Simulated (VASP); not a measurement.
Wanted: the native input for a VASP 6.6.1 run.

```
Task                   : single point
Functional             : PBE
Potentials or basis    : VASP PAW PBE potentials, release 64 (Ni)
Cutoff                 : 520 eV
k mesh                 : 8 × 8 × 8
Occupations            : gaussian, width 0.1 eV
Spin                   : collinear spin, ferromagnetic start
Starting moments       : [2.0] μB
Dipole correction      : no
Further INCAR settings : ALGO = Normal; EDIFF = 1e-06; NBANDS = 15
```

The structure of Ni lies in POSCAR:

```
Ni
1.0
    0.0000000000      1.7375729300      1.7375729300
    1.7375729300      0.0000000000      1.7375729300
    1.7375729300      1.7375729300      0.0000000000
Ni
1
Direct
    0.0000000000      0.0000000000      0.0000000000
```

One way to write it, as run:

INCAR

```
ALGO = Normal
EDIFF = 1E-6
ENCUT = 520
GGA = PE
ISIF = 2
ISMEAR = 0
ISPIN = 2
LASPH = True
LCHARG = False
LMAXMIX = 4
LORBIT = 11
LREAL = False
LWAVE = False
MAGMOM = 2
NBANDS = 15
NELM = 150
PREC = Accurate
SIGMA = 0.1
```

KPOINTS

```
k-points
0
Gamma
  8 8 8
```

Potentials or basis: VASP PAW PBE potentials, release 64 (Ni).

Run with:

```sh
$ cat potpaw_PBE.64/Ni/POTCAR > POTCAR
$ mpirun -np 1 vasp_std > vasp.out
```

Results of the run:

```yaml
Pressure: 8.3 GPa
Net_moment: 0.70 μB per cell
Site_moments: Ni +0.71 μB
Valence_electrons_inside_the_program's_atomic_spheres: Ni 9.38
```

Caveat: the k points lie up to 0.39 Å⁻¹ apart.

Wall time 5.8 s on 1 thread of AMD EPYC 9R45 96-Core Processor (Zen 5), on a shared host, peak memory 0.09 GiB.
